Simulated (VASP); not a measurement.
# PbS (Pm-3m) in VASP: notebook

PbS is run at these levels: r2SCAN, r2SCAN+D3(BJ); tasks: relaxation of cell and atoms.

Everything below comes from runs of VASP 6.6.1. Logs are shortened: lines on timing, memory, paths and dates and some standing lists are left out, and cuts for length are marked.

## 1. The cell of the first run

It takes space group Pm-3m (No. 221, cubic). The conventional cell has a = 3.654 Å, b = 3.654 Å, c = 3.654 Å, α = 90.00°, β = 90.00°, γ = 90.00°. Pb (site symmetry m-3m) has 8 S at 3.16 Å and 6 Pb at 3.65 Å within 4.2 Å. Within 4.2 Å of S (site symmetry m-3m) lie 8 Pb at 3.16 Å and 6 S at 3.65 Å.

## 2. Relaxation of cell and atoms, r2SCAN

POSCAR

```
PbS
1.0
    3.6536590000      0.0000000000      0.0000000000
    0.0000000000      3.6536590000      0.0000000000
    0.0000000000      0.0000000000      3.6536590000
Pb S
1 1
Direct
    0.0000000000      0.0000000000      0.0000000000
    0.5000000000      0.5000000000      0.5000000000
```

INCAR.step1

```
SYSTEM = PbS
ALGO = Normal
EDIFF = 1E-4
ENCUT = 600
GGA = PE
ISMEAR = -1
LASPH = .True.
LCHARG = .False.
LREAL = .False.
LWAVE = .True.
NELM = 100
PREC = Accurate
SIGMA = 0.05
```

INCAR.step2

```
SYSTEM = PbS
ALGO = Normal
EDIFF = 1E-6
EDIFFG = -0.01
ENCUT = 600
IBRION = 2
ISIF = 3
ISMEAR = -1
ISTART = 1
LASPH = .True.
LCHARG = .False.
LMIXTAU = .True.
LREAL = .False.
LWAVE = .False.
METAGGA = R2SCAN
NELM = 100
NSW = 60
PREC = Accurate
SIGMA = 0.05
```

KPOINTS

```
k-points
0
Gamma
  7 7 7
  0 0 0
```

Potentials or basis: VASP PAW PBE potentials, release 64 (Pb_d, S).

Run with:

```bash
$ cat potpaw_PBE.64/Pb_d/POTCAR potpaw_PBE.64/S/POTCAR > POTCAR
$ cp INCAR.step1 INCAR
$ mpirun -np 1 vasp_std > vasp.out
$ cp INCAR.step2 INCAR
$ mpirun -np 1 vasp_std > vasp.out
```

OUTCAR:

```text
SYSTEM = PbS
   EDIFF = 1E-6
   EDIFFG = -0.01
   ENCUT = 600
   IBRION = 2
   ISIF = 3
   ISMEAR = -1
   ISTART = 1
   LASPH = .True.
   LREAL = .False.
   METAGGA = R2SCAN
   NELM = 100
   NSW = 60
   PREC = Accurate

 ion  position               nearest neighbor table
   1  0.000  0.000  0.000-   2 3.16   2 3.16   2 3.16   2 3.16   2 3.16   2 3.16   2 3.16   2 3.16

   2  0.500  0.500  0.500-   1 3.16   1 3.16   1 3.16   1 3.16   1 3.16   1 3.16   1 3.16   1 3.16

  LATTYP: Found a simple cubic cell.
 ALAT       =     3.6536590000

  Lattice vectors:

 A1 = (   3.6536590000,   0.0000000000,   0.0000000000)
 A2 = (   0.0000000000,   3.6536590000,   0.0000000000)
 A3 = (   0.0000000000,   0.0000000000,   3.6536590000)

Analysis of symmetry for initial positions (statically):
=====================================================================
 Subroutine PRICEL returns:
 Original cell was already a primitive cell.

 Routine SETGRP: Setting up the symmetry group for a
 simple cubic supercell.

 Subroutine GETGRP returns: Found 48 space group operations
 (whereof 48 operations were pure point group operations)
 out of a pool of 48 trial point group operations.

The static configuration has the point symmetry O_h .

Analysis of symmetry for dynamics (positions and initial velocities):
=====================================================================
 Subroutine PRICEL returns:
 Original cell was already a primitive cell.

 Routine SETGRP: Setting up the symmetry group for a
 simple cubic supercell.

 Subroutine GETGRP returns: Found 48 space group operations
 (whereof 48 operations were pure point group operations)
 out of a pool of 48 trial point group operations.

The dynamic configuration has the point symmetry O_h .

 Subroutine INISYM returns: Found 48 space group operations
 (whereof 48 operations are pure point group operations),
 and found     1 'primitive' translations

----------------------------------------------------------------------------------------

                                     Primitive cell

  volume of cell :      48.7735

  direct lattice vectors                    reciprocal lattice vectors
     3.653659000  0.000000000  0.000000000     0.273698230  0.000000000  0.000000000
     0.000000000  3.653659000  0.000000000     0.000000000  0.273698230  0.000000000
     0.000000000  0.000000000  3.653659000     0.000000000  0.000000000  0.273698230

  length of vectors
     3.653659000  3.653659000  3.653659000     0.273698230  0.273698230  0.273698230

  position of ions in fractional coordinates (direct lattice)
     0.000000000  0.000000000  0.000000000
     0.500000000  0.500000000  0.500000000

  ion indices of the primitive-cell ions
   primitive index   ion index
                 1           1
                 2           2

----------------------------------------------------------------------------------------

 KPOINTS: k-points

Automatic generation of k-mesh.
 Grid dimensions read from file:
 generate k-points for:    7    7    7

 Generating k-lattice:

  Cartesian coordinates                     Fractional coordinates (reciprocal lattice)
     0.039099747  0.000000000  0.000000000     0.142857143  0.000000000  0.000000000
     0.000000000  0.039099747  0.000000000     0.000000000  0.142857143  0.000000000
     0.000000000  0.000000000  0.039099747     0.000000000  0.000000000  0.142857143

  Length of vectors
     0.039099747  0.039099747  0.039099747

  Shift w.r.t. Gamma in fractional coordinates (k-lattice)
     0.000000000  0.000000000  0.000000000

 Subroutine IBZKPT returns following result:
 ===========================================

 Found     20 irreducible k-points:

 Following reciprocal coordinates:
            Coordinates               Weight
  0.000000  0.000000  0.000000      1.000000
  0.142857  0.000000  0.000000      6.000000
  0.285714  0.000000  0.000000      6.000000
  0.428571  0.000000  0.000000      6.000000
  0.142857  0.142857  0.000000     12.000000
  0.285714  0.142857  0.000000     24.000000
[... 12 lines left out ...]
  0.428571  0.428571  0.285714     24.000000
  0.428571  0.428571  0.428571      8.000000
   k-points           NKPTS =     20   k-points in BZ     NKDIM =     20   number of bands    NBANDS=     14
   number of dos      NEDOS =    301   number of ions     NIONS =      2
   total plane-waves  NPLWV =  27000
   dimension x,y,z NGX =    30 NGY =   30 NGZ =   30
   dimension x,y,z NGXF=    60 NGYF=   60 NGZF=   60
   ions per type =               1   1
   NGX,Y,Z   is equivalent  to a cutoff of  13.65, 13.65, 13.65 a.u.
   NGXF,Y,Z  is equivalent  to a cutoff of  27.30, 27.30, 27.30 a.u.
 SYSTEM =  PbS
   PREC   = accura    normal or accurate (medium, high low for compatibility)
   ISTART =      1    job   : 0-new  1-cont  2-samecut
   ICHARG =      0    charge: 1-file 2-atom 10-const
   ISPIN  =      1    spin polarized calculation?
   LNONCOLLINEAR =      F non collinear calculations
   LSORBIT =      F    spin-orbit coupling
   LASPH  =      T    aspherical Exc in radial PAW
   ENCUT  =  600.0 eV  44.10 Ry    6.64 a.u.   7.30  7.30  7.30*2*pi/ulx,y,z
   NELM   =    100;   NELMIN=  2; NELMDL=  0     # of ELM steps
   EDIFF  = 0.1E-05   stopping-criterion for ELM
   LREAL  =      F    real-space projection
   EDIFFG = -.1E-01   stopping-criterion for IOM
   NSW    =     60    number of steps for IOM
   IBRION =      2    ionic relax: 0-MD 1-quasi-New 2-CG
   NFREE  =      1    steps in history (QN), initial steepest desc. (CG)
   ISIF   =      3    stress and relaxation
   ISYM   =      2    0-nonsym 1-usesym 2-fastsym
   POTIM  = 0.5000    time-step for ionic-motion
   TEBEG  =    0.0;   TEEND  =   0.0 temperature during run
   PSTRESS=    0.0 pullay stress
   NELECT =      20.0000    total number of electrons
   NUPDOWN=      -1.0000    fix difference up-down
   EMIN   =  10.00;   EMAX   =-10.00  energy-range for DOS
   EFERMI =   0.00;   METHOD = LEGACY
   ISMEAR =    -1;   SIGMA  =   0.05  broadening in eV -4-tet -1-fermi 0-gaus
   EFERMI_NEDOS =   21; number of points for ismear=-14 and -15
   IALGO  =     38    algorithm
   IMIX   =      4    mixing-type and parameters
     AMIX     =   0.40;   BMIX     =  1.00
     AMIX_MAG =   1.60;   BMIX_MAG =  1.00
  volume/ion in A,a.u.               =      24.39       164.57
  Fermi-wavevector in a.u.,A,eV,Ry     =   1.216252  2.298383 20.126668  1.479268
  Thomas-Fermi vector in A             =   2.351612
   LORBIT       =      0    0 simple, 1 ext, 2 COOP (PROOUT), +10 PAW based schemes
   METAGGA = R2SCAN    functional components
   LHFCALC =     F    Hartree Fock is set to
   AEXX    =    0.0000 exact exchange contribution
   IVDW    =     0    specifies the selected vdW correction
   LEPSILON=     F    determine dielectric tensor
   LRPA    =     F    only Hartree local field effects (RPA)
 conjugate gradient relaxation of ions
 non-spin polarized calculation
  energy-cutoff  :      600.00
  volume of cell :       48.77
 maximum number of plane-waves:      1647
 NGX is ok and might be reduce to    30
   NGX = 15   NGY = 15   NGZ = 15

--------------------------------------- Ionic step        1  -------------------------------------------

 number of electron      19.9999998 magnetization

 Free energy of the ion-electron system (eV)
  ---------------------------------------------------
  ext. energy  EPLUGINS =         0.00000000
  ---------------------------------------------------
  free energy    TOTEN  =       -65.07983769 eV

  energy without entropy =      -65.07779922  energy(sigma->0) =      -65.07881846

------------------------ aborting loop because EDIFF is reached ----------------------------------------

  FORCE on cell =-STRESS in cart. coord.  units (eV):
  Direction    XX          YY          ZZ          XY          YZ          ZX
  --------------------------------------------------------------------------------------
  -------------------------------------------------------------------------------------
  Total       -0.2136953     -0.2136953     -0.2136953      0.0000000      0.0000000      0.0000000
  in kB       -7.0197495     -7.0197495     -7.0197495      0.0000000      0.0000000      0.0000000
  external PRESSURE =      -7.0197495 kB  Pullay stress =       0.0000000 kB

 VOLUME and BASIS-vectors are now :
 -----------------------------------------------------------------------------
  energy-cutoff  :      600.00
  volume of cell :       48.77
      direct lattice vectors                 reciprocal lattice vectors
     3.653659000  0.000000000  0.000000000     0.273698230  0.000000000  0.000000000
     0.000000000  3.653659000  0.000000000     0.000000000  0.273698230  0.000000000
     0.000000000  0.000000000  3.653659000     0.000000000  0.000000000  0.273698230
[... 37 lines left out ...]
 POSITION                                       TOTAL-FORCE (eV/Angst)
 -----------------------------------------------------------------------------------
      0.00000      0.00000      0.00000         0.000000      0.000000      0.000000
      1.81741      1.81741      1.81741        -0.000000     -0.000000      0.000000
 -----------------------------------------------------------------------------------
    total drift:                                0.000000     -0.000000     -0.000000

  FREE ENERGIE OF THE ION-ELECTRON SYSTEM (eV)
  ---------------------------------------------------
  free  energy   TOTEN  =       -65.0809339623 eV

  energy  without entropy=      -65.0781147417  energy(sigma->0) =      -65.07952435

--------------------------------------- Ionic step        3  -------------------------------------------

 number of electron      20.0000001 magnetization

 Free energy of the ion-electron system (eV)
  ---------------------------------------------------
  ext. energy  EPLUGINS =         0.00000000
  ---------------------------------------------------
  free energy    TOTEN  =       -65.08108049 eV

  energy without entropy =      -65.07848731  energy(sigma->0) =      -65.07978390

 E-fermi :   6.1398     XC(G=0): -10.7630

 val. band max:        5.9687801340   @ k =   0.2857   0.1429   0.1429
 cond. band min:       6.2713616074   @ k =   0.4286   0.4286   0.4286
 fundamental gap:      0.3025814735
 Fermi energy:         6.1397990411

 k-point     1 :       0.0000    0.0000    0.0000
  band No.  band energies     occupation
      1     -11.4755      2.00000
      2     -11.4755      2.00000
      3     -11.2543      2.00000
      4     -11.2543      2.00000
      5     -11.2543      2.00000
      6      -7.6260      2.00000
      7      -0.7071      2.00000
      8       4.4211      2.00000
      9       4.4211      2.00000
     10       4.4211      2.00000
     11      12.1012      0.00000
     12      12.1012      0.00000
     13      13.1208      0.00000
     14      13.1208      0.00000

 k-point     2 :       0.1429    0.0000    0.0000
  band No.  band energies     occupation
      1     -11.4736      2.00000
      2     -11.4450      2.00000
      3     -11.2658      2.00000
      4     -11.2658      2.00000
      5     -11.2531      2.00000
      6      -7.4473      2.00000
      7      -1.1073      2.00000
      8       4.4421      2.00000
      9       4.5951      2.00000
     10       4.5951      2.00000
[... 330 lines left out ...]
 POSITION                                       TOTAL-FORCE (eV/Angst)
 -----------------------------------------------------------------------------------
      0.00000      0.00000      0.00000         0.000000      0.000000      0.000000
      1.81981      1.81981      1.81981        -0.000000     -0.000000      0.000000
 -----------------------------------------------------------------------------------
    total drift:                                0.000000     -0.000000     -0.000000

  FREE ENERGIE OF THE ION-ELECTRON SYSTEM (eV)
  ---------------------------------------------------
  free  energy   TOTEN  =       -65.0810804866 eV

  energy  without entropy=      -65.0784873053  energy(sigma->0) =      -65.07978390

 reached required accuracy - stopping structural energy minimisation
```

Run time: 2.5 min. Hardware: 1 thread of Intel Xeon 6975P-C (Granite Rapids), shared host; peak memory 0.19 GiB.

Results:

* Free energy: -65.0811 eV
* Relaxed volume: 24.11 Å³/atom
* Relaxed cell: a = 3.640 Å, b = 3.640 Å, c = 3.640 Å, α = 90.00°, β = 90.00°, γ = 90.00°
* Space group after relaxing (to 0.05 Å): Pm-3m (No. 221)
* Energy gained by relaxing: 0.6 meV/atom
* Ionic steps: 3
* Pressure after relaxing: 0.0 GPa
* Band gap on the k mesh: 0.30 eV, indirect (least direct gap 1.67 eV)

Step by step:
```tsv
step	energy change (eV)	largest force (eV/Å)	pressure (GPa)	volume (Å³)
1	0.0000	0.0000	-0.70	48.77
2	-0.0011	0.0000	0.25	48.02
3	-0.0012	0.0000	0.01	48.21
```

Final structure:
```yaml
crystal:
  lattice:
    - [3.63962, 0.00000, 0.00000]
    - [0.00000, 3.63962, 0.00000]
    - [0.00000, 0.00000, 3.63962]
  atoms:
    - { symbol: Pb, position: [0.00000, 0.00000, 0.00000] }
    - { symbol: S, position: [0.50000, 0.50000, 0.50000] }
```

Caveat: the PAW data sets were made with another functional, which shifts forces and pressure a little; spin-orbit coupling is left out, which moves the levels of the heavy elements. A k mesh can miss the band edges.

## 3. Relaxation of cell and atoms, r2SCAN+D3(BJ)

POSCAR is that of step 2.

INCAR.step1

```
PREC = Accurate ; ENCUT = 600
ISMEAR = -1 ; SIGMA = 0.05
LREAL = F ; LASPH = T
NELM = 100 ; GGA = PE
ALGO = Normal ; EDIFF = 1E-4
LWAVE = T ; LCHARG = F
```

INCAR.step2

```
PREC = Accurate ; ENCUT = 600
EDIFF = 1E-6 ; ISMEAR = -1
SIGMA = 0.05 ; LREAL = F
LASPH = T ; NELM = 100
ALGO = Normal ; ISIF = 3
LWAVE = F ; LCHARG = F
METAGGA = R2SCAN ; LMIXTAU = T
IVDW = 12 ; VDW_S6 = 1.0
VDW_S8 = 0.78981345 ; VDW_A1 = 0.49484001
VDW_A2 = 5.73083694 ; IBRION = 2
NSW = 60 ; EDIFFG = -0.01
ISTART = 1
```

KPOINTS

```
Automatic mesh
0
Gamma
  7 7 7
```

Potentials or basis: VASP PAW PBE potentials, release 64 (Pb_d, S).

Run with:

```bash
$ cat potpaw_PBE.64/Pb_d/POTCAR potpaw_PBE.64/S/POTCAR > POTCAR
$ cp INCAR.step1 INCAR
$ mpirun -np 1 vasp_std > vasp.out
$ cp INCAR.step2 INCAR
$ mpirun -np 1 vasp_std > vasp.out
```

Wall time 2.6 min (1 thread of Intel Xeon 6975P-C (Granite Rapids), shared host); peak memory 0.2 GiB.

The run converged. Its results:

```yaml
Free_energy: -65.4391 eV
Relaxed_volume: 23.63 Å³/atom
Relaxed_cell: a = 3.616 Å, b = 3.616 Å, c = 3.616 Å, α = 90.00°, β = 90.00°, γ = 90.00°
Space_group_after_relaxing_to_0.05_Å: Pm-3m (No. 221)
Energy_gained_by_relaxing: 4.6 meV/atom
Ionic_steps: 3
Pressure_after_relaxing: 0.0 GPa
Band_gap_on_the_k_mesh: 0.24 eV, indirect (least direct gap 1.68 eV)
Dispersion_energy_per_atom: -0.181 eV
```

The path:
| step | energy change (eV) | largest force (eV/Å) | pressure (GPa) | volume (Å³) |
| --- | --- | --- | --- | --- |
| 1 | 0.0000 | 0.0000 | -1.90 | 48.77 |
| 2 | -0.0081 | 0.0000 | 0.71 | 46.76 |
| 3 | -0.0091 | 0.0000 | 0.02 | 47.26 |

Final structure:
```
CELL_PARAMETERS angstrom
3.61558 0.00000 0.00000
0.00000 3.61558 0.00000
0.00000 0.00000 3.61558
ATOMIC_POSITIONS crystal
Pb 0.00000 0.00000 0.00000
S 0.50000 0.50000 0.50000
```

Levels at points of the mesh, in eV from the valence-band top:
| k point | band 8 | band 9 | band 10 | band 11 | band 12 | band 13 |
| --- | --- | --- | --- | --- | --- | --- |
| (0.00, 0.00, 0.00) | -1.63 | -1.63 | -1.63 | 6.09 | 6.09 | 7.29 |

Caveat: the PAW data sets were made with another functional, which shifts forces and pressure a little; spin-orbit coupling is left out, which moves the levels of the heavy elements. A k mesh can miss the band edges.
